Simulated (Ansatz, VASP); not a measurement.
**MoS2 in VASP and in Ansatz**

Contents of INCAR:

```
SYSTEM = MoS2
  ALGO = Normal
  EDIFF = 1E-6
  EDIFFG = -0.003
  ENCUT = 520
  GGA = PE
  IBRION = 2
  ISIF = 2
  ISMEAR = 0
  LASPH = .True.
  LCHARG = .False.
  LREAL = .False.
  LUSENCCL = .False.
  LWAVE = .False.
  NELM = 60
  NSW = 80
  PREC = Accurate
  SIGMA = 0.01
```

File KPOINTS:

```
k-points
0
Gamma
  9 9 3
  0 0 0
```

File POSCAR:

```
MoS2
1.0
    3.1610000000      0.0000000000      0.0000000000
   -1.5805000000      2.7375063014      0.0000000000
    0.0000000000      0.0000000000     12.2950000000
Mo S
2 4
Direct
    0.3333333333      0.6666666667      0.2500000000
    0.6666666667      0.3333333333      0.7500000000
    0.3333333333      0.6666666667      0.6275000000
    0.6666666667      0.3333333333      0.1275000000
    0.3333333333      0.6666666667      0.8725000000
    0.6666666667      0.3333333333      0.3725000000
```

Input for Ansatz:

```yaml
crystal:
  lattice:
    - [3.161, 0.0, 0.0]
    - [-1.5805, 2.7375063014, 0.0]
    - [0.0, 0.0, 12.295]
  atoms:
    - { symbol: Mo, position: [0.3333333333, 0.6666666667, 0.25] }
    - { symbol: Mo, position: [0.6666666667, 0.3333333333, 0.75] }
    - { symbol: S, position: [0.3333333333, 0.6666666667, 0.6275] }
    - { symbol: S, position: [0.6666666667, 0.3333333333, 0.1275] }
    - { symbol: S, position: [0.3333333333, 0.6666666667, 0.8725] }
    - { symbol: S, position: [0.6666666667, 0.3333333333, 0.3725] }
scf:
  occupations: { method: fixed }
output:
  forces: true
  stress: true
  eigenvalues: true
  write_density: true
  write_potential: true
  elf: true
  volumetric_format: npy
kpoints:
  mp_grid: { grid: [9, 9, 3] }
relax:
  f_tol: 0.003
  max_steps: 60
```

Alike in both runs: task relaxation of the atoms; functional PBE; k mesh 9 × 9 × 3; no spin polarisation.

```csv
,VASP,Ansatz
version,VASP 6.6.1,Ansatz 0.2.0
potentials or method,"VASP PAW PBE potentials, release 64 (Mo_sv, S)","scalar-relativistic, plane waves, PAW"
plane-wave cutoff (eV),520,420
occupations,"gaussian, width 0.01 eV",fixed
valence electrons in the cell,52,52
```

Ansatz gave:

- gap on the k mesh at the Fermi level, each at its own relaxed structure (eV): 0.95

Question: Estimate VASP's values.

Answer: gap on the k mesh at the Fermi level, each at its own relaxed structure (eV): 0.97.

Ansatz's warnings: stress scf threshold loose.
